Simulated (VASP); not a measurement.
Set up this calculation in VASP 6.6.1, as the native input.

| Property | Result |
| --- | --- |
| Task | relaxation of the atoms |
| Functional | PBE |
| Dispersion | D3(BJ) |
| Potentials or basis | VASP PAW PBE potentials, release 64 (C) |
| Cutoff | 520 eV |
| k mesh | 15 × 15 × 1 |
| Occupations | gaussian, width 0.1 eV |
| Spin | no spin polarisation |
| Dipole correction | yes |
| Atoms held fixed (from 0) | [1, 0, 2, 3] |
| Further INCAR settings | ALGO = Normal; EDIFF = 1e-06; IBRION = 2; EDIFFG = -0.003; NSW = 40 |

The structure of C lies in POSCAR:

```
C
1.0
    2.4656677093      0.0000000000      0.0000000000
   -1.2328338546      2.1353308736      0.0000000000
    0.0000000000      0.0000000000     17.5000661151
C
4
Selective dynamics
Direct
    0.6666666667      0.3333333333      0.2571425794  F F T
    0.3333333333      0.6666666667      0.2571428988  F F F
    1.0000000000      1.0000000000      0.4546382817  F F T
    0.6666666667      1.3333333333      0.4546382816  F F T
```

One way to write it, as run:

INCAR

```
PREC = Accurate
ENCUT = 520
EDIFF = 1E-6
ISMEAR = 0
SIGMA = 0.1
LREAL = False
LASPH = True
NELM = 60
ALGO = Normal
ISIF = 2
LWAVE = False
LCHARG = False
LDIPOL = True
IDIPOL = 3
DIPOL = 0.5 0.5 0.356
GGA = PE
IVDW = 12
IBRION = 2
NSW = 40
EDIFFG = -0.003
```

KPOINTS

```
regular mesh
0
Gamma
  15 15 1
```

Potentials or basis: VASP PAW PBE potentials, release 64 (C).

Launch:

```sh
$ cat potpaw_PBE.64/C/POTCAR > POTCAR
$ mpirun -np 1 vasp_std > vasp.out
```

Results of the run:

```
Energy gained by relaxing  : 0.1 meV/atom
Ionic steps                : 23
Band gap on the k mesh     : zero (filled and empty bands touch)
Dispersion energy per atom : -0.119 eV
```

Wall time 3.7 min on 1 thread of Intel(R) Xeon(R) Platinum 8259CL CPU @ 2.50GHz (Skylake/Cascade Lake), with other jobs on the host, peak memory 0.21 GiB.
